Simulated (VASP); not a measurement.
# Ag in VASP: settings compared

The runs below take Ag through relaxation of cell and atoms, single point, with RPBE+D3(BJ), PBE, BLYP.

Everything below comes from runs of VASP 6.6.1. Logs are shortened: lines on timing, memory, paths and dates and some standing lists are left out, and cuts for length are marked.

## 1. The cell of the first run

The structure is cubic, space group Fm-3m (No. 225). Conventional cell: a = 4.085 Å, b = 4.085 Å, c = 4.085 Å, α = 90.00°, β = 90.00°, γ = 90.00°. Ag (site symmetry m-3m) has 12 Ag at 2.89 Å within 3.8 Å.

## 2. Relaxation of cell and atoms, RPBE+D3(BJ)

INCAR reads:

```
SYSTEM = Ag
ALGO = Normal ; EDIFF = 1E-6
EDIFFG = -0.005 ; ENCUT = 600
GGA = RP ; IBRION = 2
ISIF = 3 ; ISMEAR = -1
IVDW = 12 ; LASPH = .True.
LCHARG = .False. ; LREAL = .False.
LWAVE = .False. ; NELM = 100
NSW = 80 ; PREC = Accurate
SIGMA = 0.05
```

KPOINTS reads:

```
k-points
0
Gamma
  11 11 11
  0 0 0
```

POSCAR reads:

```
Ag
1.0
    0.0000000000      2.0427500000      2.0427500000
    2.0427500000      0.0000000000      2.0427500000
    2.0427500000      2.0427500000      0.0000000000
Ag
1
Direct
    0.0000000000      0.0000000000      0.0000000000
```

Potentials or basis: VASP PAW PBE potentials, release 64 (Ag).

Launch:

```bash
$ cat potpaw_PBE.64/Ag/POTCAR > POTCAR
$ mpirun -np 1 vasp_std > vasp.out
```

OUTCAR:

```text
SYSTEM = Ag
   EDIFF = 1E-6
   EDIFFG = -0.005
   ENCUT = 600
   GGA = RP
   IBRION = 2
   ISIF = 3
   ISMEAR = -1
   IVDW = 12
   LASPH = .True.
   LREAL = .False.
   NELM = 100
   NSW = 80
   PREC = Accurate
 IVDW          = 12

 ion  position               nearest neighbor table
   1  0.000  0.000  0.000-

  LATTYP: Found a face centered cubic cell.
 ALAT       =     4.0855000000

  Lattice vectors:

 A1 = (   0.0000000000,   2.0427500000,   2.0427500000)
 A2 = (   2.0427500000,   0.0000000000,   2.0427500000)
 A3 = (   2.0427500000,   2.0427500000,   0.0000000000)

Analysis of symmetry for initial positions (statically):
=====================================================================
 Subroutine PRICEL returns:
 Original cell was already a primitive cell.

 Routine SETGRP: Setting up the symmetry group for a
 face centered cubic supercell.

 Subroutine GETGRP returns: Found 48 space group operations
 (whereof 48 operations were pure point group operations)
 out of a pool of 48 trial point group operations.

The static configuration has the point symmetry O_h .

Analysis of symmetry for dynamics (positions and initial velocities):
=====================================================================
 Subroutine PRICEL returns:
 Original cell was already a primitive cell.

 Routine SETGRP: Setting up the symmetry group for a
 face centered cubic supercell.

 Subroutine GETGRP returns: Found 48 space group operations
 (whereof 48 operations were pure point group operations)
 out of a pool of 48 trial point group operations.

The dynamic configuration has the point symmetry O_h .

 Subroutine INISYM returns: Found 48 space group operations
 (whereof 48 operations are pure point group operations),
 and found     1 'primitive' translations

----------------------------------------------------------------------------------------

                                     Primitive cell

  volume of cell :      17.0481

  direct lattice vectors                    reciprocal lattice vectors
     0.000000000  2.042750000  2.042750000    -0.244768082  0.244768082  0.244768082
     2.042750000  0.000000000  2.042750000     0.244768082 -0.244768082  0.244768082
     2.042750000  2.042750000  0.000000000     0.244768082  0.244768082 -0.244768082

  length of vectors
     2.888884755  2.888884755  2.888884755     0.423950755  0.423950755  0.423950755

  position of ions in fractional coordinates (direct lattice)
     0.000000000  0.000000000  0.000000000

  ion indices of the primitive-cell ions
   primitive index   ion index
                 1           1

----------------------------------------------------------------------------------------

 KPOINTS: k-points

Automatic generation of k-mesh.
 Grid dimensions read from file:
 generate k-points for:   11   11   11

 Generating k-lattice:

  Cartesian coordinates                     Fractional coordinates (reciprocal lattice)
    -0.022251644  0.022251644  0.022251644     0.090909091  0.000000000  0.000000000
     0.022251644 -0.022251644  0.022251644     0.000000000  0.090909091  0.000000000
     0.022251644  0.022251644 -0.022251644     0.000000000  0.000000000  0.090909091

  Length of vectors
     0.038540978  0.038540978  0.038540978

  Shift w.r.t. Gamma in fractional coordinates (k-lattice)
     0.000000000  0.000000000  0.000000000

 Subroutine IBZKPT returns following result:
 ===========================================

 Found     56 irreducible k-points:

 Following reciprocal coordinates:
            Coordinates               Weight
  0.000000  0.000000  0.000000      1.000000
  0.090909  0.000000  0.000000      8.000000
  0.181818  0.000000  0.000000      8.000000
  0.272727  0.000000  0.000000      8.000000
  0.363636  0.000000  0.000000      8.000000
  0.454545  0.000000  0.000000      8.000000
[... 16 lines left out ...]
 -0.272727  0.181818  0.000000     24.000000
 -0.181818  0.181818  0.000000     12.000000
 [... further k-points ...]
   k-points           NKPTS =     56   k-points in BZ     NKDIM =     56   number of bands    NBANDS=      9
   number of dos      NEDOS =    301   number of ions     NIONS =      1
   total plane-waves  NPLWV =  13824
   dimension x,y,z NGX =    24 NGY =   24 NGZ =   24
   dimension x,y,z NGXF=    48 NGYF=   48 NGZF=   48
   ions per type =               1
   NGX,Y,Z   is equivalent  to a cutoff of  13.81, 13.81, 13.81 a.u.
   NGXF,Y,Z  is equivalent  to a cutoff of  27.62, 27.62, 27.62 a.u.
 SYSTEM =  Ag
   PREC   = accura    normal or accurate (medium, high low for compatibility)
   ISTART =      0    job   : 0-new  1-cont  2-samecut
   ICHARG =      2    charge: 1-file 2-atom 10-const
   ISPIN  =      1    spin polarized calculation?
   LNONCOLLINEAR =      F non collinear calculations
   LSORBIT =      F    spin-orbit coupling
   LASPH  =      T    aspherical Exc in radial PAW
   ENCUT  =  600.0 eV  44.10 Ry    6.64 a.u.   5.77  5.77  5.77*2*pi/ulx,y,z
   NELM   =    100;   NELMIN=  2; NELMDL= -5     # of ELM steps
   EDIFF  = 0.1E-05   stopping-criterion for ELM
   LREAL  =      F    real-space projection
   EDIFFG = -.5E-02   stopping-criterion for IOM
   NSW    =     80    number of steps for IOM
   IBRION =      2    ionic relax: 0-MD 1-quasi-New 2-CG
   NFREE  =      1    steps in history (QN), initial steepest desc. (CG)
   ISIF   =      3    stress and relaxation
   ISYM   =      2    0-nonsym 1-usesym 2-fastsym
   POTIM  = 0.5000    time-step for ionic-motion
   TEBEG  =    0.0;   TEEND  =   0.0 temperature during run
   PSTRESS=    0.0 pullay stress
   NELECT =      11.0000    total number of electrons
   NUPDOWN=      -1.0000    fix difference up-down
   EMIN   =  10.00;   EMAX   =-10.00  energy-range for DOS
   EFERMI =   0.00;   METHOD = LEGACY
   ISMEAR =    -1;   SIGMA  =   0.05  broadening in eV -4-tet -1-fermi 0-gaus
   EFERMI_NEDOS =   21; number of points for ismear=-14 and -15
   IALGO  =     38    algorithm
   IMIX   =      4    mixing-type and parameters
     AMIX     =   0.40;   BMIX     =  1.00
     AMIX_MAG =   1.60;   BMIX_MAG =  1.00
  volume/ion in A,a.u.               =      17.05       115.05
  Fermi-wavevector in a.u.,A,eV,Ry     =   1.414644  2.673290 27.228221  2.001218
  Thomas-Fermi vector in A             =   2.536165
   LORBIT       =      0    0 simple, 1 ext, 2 COOP (PROOUT), +10 PAW based schemes
   GGA     = RP    functional components
   LHFCALC =     F    Hartree Fock is set to
   AEXX    =    0.0000 exact exchange contribution
   IVDW    =    12    specifies the selected vdW correction
   LEPSILON=     F    determine dielectric tensor
   LRPA    =     F    only Hartree local field effects (RPA)
 conjugate gradient relaxation of ions
 non-spin polarized calculation
  energy-cutoff  :      600.00
  volume of cell :       17.05
 maximum number of plane-waves:       578
   NGX = 11   NGY = 11   NGZ = 11

--------------------------------------- Ionic step        1  -------------------------------------------

 number of electron      10.9999999 magnetization

 Free energy of the ion-electron system (eV)
  ---------------------------------------------------
  ext. energy  EPLUGINS =         0.00000000
  ---------------------------------------------------
  free energy    TOTEN  =        -2.16327257 eV

  energy without entropy =       -2.16046031  energy(sigma->0) =       -2.16186644

 E-fermi :   8.8365     XC(G=0): -12.0808

 val. band max:        8.7962735937   @ k =  -0.4545   0.0909   0.0000
 cond. band min:       8.8972657848   @ k =   0.4545   0.3636   0.0000
 fundamental gap:      0.1009921911
 Fermi energy:         8.8365417950

 k-point     1 :       0.0000    0.0000    0.0000
  band No.  band energies     occupation
      1       0.8354      2.00000
      2       3.7388      2.00000
      3       3.7388      2.00000
      4       3.7388      2.00000
      5       4.7658      2.00000
      6       4.7658      2.00000
      7      24.5808      0.00000
      8      28.2003      0.00000
      9      28.2003      0.00000

 k-point     2 :       0.0909    0.0000    0.0000
  band No.  band energies     occupation
      1       1.0905      2.00000
      2       3.6843      2.00000
      3       3.8068      2.00000
      4       3.8068      2.00000
      5       4.7418      2.00000
      6       4.7418      2.00000
      7      24.5450      0.00000
      8      26.4014      0.00000
      9      28.3015      0.00000
[... 253 lines left out ...]
 k-point    24 :      -0.1818    0.1818    0.0000
  band No.  band energies     occupation
      1       2.8512      2.00000
      2       3.3408      2.00000
      3       3.9558      2.00000
      4       4.3491      2.00000
      5       4.3788      2.00000
      6       5.9234      2.00000
      7      20.5284      0.00000
      8      20.9249      0.00000
      9      27.2068      0.00000

 [... further k-points ...]

------------------------ aborting loop because EDIFF is reached ----------------------------------------

 Edisp (eV)   -2.95849

 E8    (eV) :    -1.9303

  FORCE on cell =-STRESS in cart. coord.  units (eV):
  Direction    XX          YY          ZZ          XY          YZ          ZX
  --------------------------------------------------------------------------------------
  -------------------------------------------------------------------------------------
  Total      -2.79023    -2.79023    -2.79023    -0.00000    -0.00000    -0.00000
  in kB    -262.22533  -262.22533  -262.22533    -0.00000    -0.00000    -0.00000
  external pressure =     -262.23 kB  Pullay stress =        0.00 kB

 VOLUME and BASIS-vectors are now :
 -----------------------------------------------------------------------------
  energy-cutoff  :      600.00
  volume of cell :       17.05
      direct lattice vectors                 reciprocal lattice vectors
     0.000000000  2.042750000  2.042750000    -0.244768082  0.244768082  0.244768082
     2.042750000  0.000000000  2.042750000     0.244768082 -0.244768082  0.244768082
     2.042750000  2.042750000  0.000000000     0.244768082  0.244768082 -0.244768082
[... 196 lines left out ...]
 POSITION                                       TOTAL-FORCE (eV/Angst)
 -----------------------------------------------------------------------------------
      0.00000      0.00000      0.00000        -0.000000     -0.000000     -0.000000
 -----------------------------------------------------------------------------------
    total drift:                               -0.000000      0.000000      0.000000

  FREE ENERGIE OF THE ION-ELECTRON SYSTEM (eV)
  ---------------------------------------------------
  free  energy   TOTEN  =        -5.4075243120 eV

  energy  without entropy=       -5.4063315439  energy(sigma->0) =       -5.40692793

--------------------------------------- Ionic step        7  -------------------------------------------

 number of electron      11.0000002 magnetization

 Free energy of the ion-electron system (eV)
  ---------------------------------------------------
  ext. energy  EPLUGINS =         0.00000000
  ---------------------------------------------------
  free energy    TOTEN  =        -1.74407514 eV

  energy without entropy =       -1.74288118  energy(sigma->0) =       -1.74347816

 E-fermi :  11.5881     XC(G=0): -13.2365

 val. band max:       11.4467613191   @ k =   0.4545   0.2727   0.0000
 cond. band min:      11.6972601420   @ k =   0.4545   0.3636   0.0000
 fundamental gap:      0.2504988229
 Fermi energy:        11.5881135554

 k-point     1 :       0.0000    0.0000    0.0000
  band No.  band energies     occupation
      1       2.2050      2.00000
      2       5.8024      2.00000
      3       5.8024      2.00000
      4       5.8024      2.00000
      5       7.2246      2.00000
      6       7.2246      2.00000
      7      27.6778      0.00000
      8      32.3937      0.00000
      9      32.3937      0.00000

 k-point     2 :       0.0909    0.0000    0.0000
  band No.  band energies     occupation
      1       2.5021      2.00000
      2       5.7210      2.00000
      3       5.8938      2.00000
      4       5.8938      2.00000
      5       7.1879      2.00000
      6       7.1879      2.00000
      7      27.8721      0.00000
      8      30.5287      0.00000
      9      32.6687      0.00000
[... 253 lines left out ...]
 k-point    24 :      -0.1818    0.1818    0.0000
  band No.  band energies     occupation
      1       4.5578      2.00000
      2       5.2288      2.00000
      3       6.0449      2.00000
      4       6.6291      2.00000
      5       6.6639      2.00000
      6       8.6635      2.00000
      7      24.7614      0.00000
      8      25.4255      0.00000
      9      31.4429      0.00000

 [... further k-points ...]

------------------------ aborting loop because EDIFF is reached ----------------------------------------

 Edisp (eV)   -3.66345

 E8    (eV) :    -2.3972

  FORCE on cell =-STRESS in cart. coord.  units (eV):
  Direction    XX          YY          ZZ          XY          YZ          ZX
  --------------------------------------------------------------------------------------
  -------------------------------------------------------------------------------------
  Total       0.00375     0.00375     0.00375    -0.00000    -0.00000    -0.00000
  in kB       0.42410     0.42410     0.42410    -0.00000    -0.00000    -0.00000
  external pressure =        0.42 kB  Pullay stress =        0.00 kB

 VOLUME and BASIS-vectors are now :
 -----------------------------------------------------------------------------
  energy-cutoff  :      600.00
  volume of cell :       14.18
      direct lattice vectors                 reciprocal lattice vectors
    -0.000000000  1.921026242  1.921026242    -0.260277548  0.260277548  0.260277548
     1.921026242  0.000000000  1.921026242     0.260277548 -0.260277548  0.260277548
     1.921026242  1.921026242 -0.000000000     0.260277548  0.260277548 -0.260277548

 POSITION                                       TOTAL-FORCE (eV/Angst)
 -----------------------------------------------------------------------------------
      0.00000      0.00000      0.00000         0.000000     -0.000000     -0.000000
 -----------------------------------------------------------------------------------
    total drift:                                0.000000      0.000000     -0.000000

  FREE ENERGIE OF THE ION-ELECTRON SYSTEM (eV)
  ---------------------------------------------------
  free  energy   TOTEN  =        -5.4075264290 eV

  energy  without entropy=       -5.4063324735  energy(sigma->0) =       -5.40692945

 reached required accuracy - stopping structural energy minimisation
```

It took 14 s on 1 thread of Intel Xeon 6975P-C (Granite Rapids), shared host; peak memory 0.16 GiB.

What came out:

- Free energy: -5.4075 eV
- Relaxed volume: 14.18 Å³/atom
- Relaxed cell: a = 2.717 Å, b = 2.717 Å, c = 2.717 Å, α = 60.00°, β = 60.00°, γ = 60.00°
- Space group after relaxing (to 0.05 Å): Fm-3m (No. 225)
- Energy gained by relaxing: 285.8 meV/atom
- Ionic steps: 7
- Pressure after relaxing: 0.0 GPa
- Dispersion energy per atom: -3.663 eV

Step by step:
| step | energy change (eV) | largest force (eV/Å) | pressure (GPa) | volume (Å³) |
| --- | --- | --- | --- | --- |
| 1 | 0.0000 | 0.0000 | -26.22 | 17.05 |
| 2 | 0.5383 | 0.0000 | 108.32 | 11.05 |
| 3 | -0.2843 | 0.0000 | -2.66 | 14.35 |
| 4 | -0.2856 | 0.0000 | -1.01 | 14.24 |
| 5 | -0.2858 | 0.0000 | 0.09 | 14.17 |
| 6 | -0.2858 | 0.0000 | -0.10 | 14.19 |
| 7 | -0.2858 | 0.0000 | 0.04 | 14.18 |

Final structure:
```xyz
1
Lattice="0.0000 1.9210 1.9210 1.9210 0.0000 1.9210 1.9210 1.9210 0.0000" Properties=species:S:1:pos:R:3 pbc="T T T"
Ag    0.0000    0.0000    0.0000
```

Levels at points of the mesh, in eV from the Fermi level:
| k point | band 3 | band 4 | band 5 | band 6 | band 7 | band 8 | band 9 |
| --- | --- | --- | --- | --- | --- | --- | --- |
| (0.00, 0.00, 0.00) | -5.79 | -5.79 | -4.36 | -4.36 | 16.09 | 20.81 | 20.81 |

Caveat: the volume moved by over 15 % at a fixed basis, so the end points are rough; the PAW data sets were made with another functional, which shifts forces and pressure a little; the volume moved by -17 % from the deposited cell, more than functionals usually miss; pairwise dispersion overbinds metals, which lowers pressure and volume.

## 3. Single point, PBE

INCAR reads:

```
SYSTEM = Ag
PREC = Accurate
ENCUT = 520
EDIFF = 1E-7
ISMEAR = -1
SIGMA = 0.04
LREAL = .FALSE.
LASPH = .TRUE.
NELM = 100
ALGO = Normal
ISIF = 2
LWAVE = .FALSE.
LCHARG = .TRUE.
GGA = PE
LELF = .TRUE.
LVHAR = .TRUE.
NBANDS = 12
```

KPOINTS reads:

```
regular mesh
0
G
  6 6 6
  0 0 0
```

POSCAR is that of step 2.

Potentials or basis: VASP PAW PBE potentials, release 64 (Ag).

Launch:

```bash
$ cat potpaw_PBE.64/Ag/POTCAR > POTCAR
$ mpirun -np 1 vasp_std > vasp.out
```

It took 3.7 s on 1 thread of Intel Xeon Platinum 8259CL at 2.50GHz (Skylake/Cascade Lake), shared host; peak memory 0.13 GiB.

It converged, with:

* Free energy: -2.6392 eV
* Pressure: 5.3 GPa

Levels at points of the mesh, in eV from the Fermi level:
```tsv
k point	band 3	band 4	band 5	band 6	band 7	band 8	band 9	band 10
(0.00, 0.00, 0.00)	-4.63	-4.63	-3.60	-3.60	16.20	19.78	19.78	19.78
(0.50, 0.00, 0.00)	-4.65	-2.80	-2.80	-0.22	3.78	15.43	18.05	18.05
(0.50, 0.50, 0.00)	-2.83	-2.59	-2.59	1.78	6.92	10.84	10.84	17.36
```

Caveat: the k points lie up to 0.44 Å⁻¹ apart.

## 4. Single point, BLYP (the cell strained at random)

INCAR reads:

```
PREC = Accurate
ENCUT = 520
EDIFF = 1E-7
ISMEAR = 0
SIGMA = 0.01
LREAL = False
LASPH = True
NELM = 60
ALGO = Normal
ISIF = 2
LWAVE = False
LCHARG = True
GGA = B5
ALDAX = 1.0
AGGAX = 1.0
AGGAC = 1.0
ALDAC = 0.0
LELF = True
LVHAR = True
NBANDS = 12
```

KPOINTS reads:

```
Automatic mesh
0
Gamma
  11 11 11
```

POSCAR reads:

```
Ag
1.0
   -0.0403880000      2.0841720000      2.0527140000
    2.0116240000      0.0176180000      1.9947070000
    2.0357300000      2.0502710000     -0.0064870000
Ag
1
Direct
   -0.0021910000      0.0098180000     -0.0082890000
```

Launch:

```bash
$ cat potpaw_PBE.64/Ag/POTCAR > POTCAR
$ mpirun -np 1 vasp_std > vasp.out
```

Wall time 45 s (1 thread of Intel Xeon 6975P-C (Granite Rapids), shared host); peak memory 0.25 GiB.

Results (log left out):

- Free energy: -2.0140 eV
- Pressure: 12.4 GPa

Stress tensor (GPa, compression positive):
```
12.23  0.11  1.63
 0.11 12.16 -1.16
 1.63 -1.16 12.80
```

Levels at points of the mesh, in eV from the Fermi level:
```tsv
k point	band 3	band 4	band 5	band 6	band 7	band 8
(0.00, 0.00, 0.00)	-5.22	-5.06	-4.20	-4.11	15.92	18.66
```

Caveat: the cell differs from its parent crystal (the cell strained at random); the PAW data sets were made with another functional, which shifts forces and pressure a little.

## 5. The runs side by side

```tsv
task	level	cell	k mesh	cutoff (eV)	smearing	gap on the mesh (eV)	pressure (GPa)
relaxation of cell and atoms	RPBE+D3(BJ)	relaxed from a = 2.889 Å, angles 60.0°, 1 atom	11 × 11 × 11	600	fermi-dirac 0.05 eV	none	0.0
single point	PBE	a = 2.889 Å, angles 60.0°, 1 atom	6 × 6 × 6	520	fermi-dirac 0.04 eV	none	5.3
single point	BLYP	a = 2.926, b = 2.833, c = 2.889 Å, angles 59.8, 60.4, 60.7°, 1 atom	11 × 11 × 11	520	gaussian 0.01 eV	none	12.4
```

Alike in all rows: potentials or basis VASP PAW PBE potentials, release 64 (Ag); no spin polarisation.

Caveats: some runs use coarse meshes; the PAW data sets were made with another functional, which shifts forces and pressure a little (some runs); the volume moved by over 15 % at a fixed basis, so the end points are rough (some runs); the volume moved by -17 % from the deposited cell, more than functionals usually miss (some runs); pairwise dispersion overbinds metals, which lowers pressure and volume (some runs).

Total energies depend on the potentials used, so only differences within one code and one set of settings carry meaning.
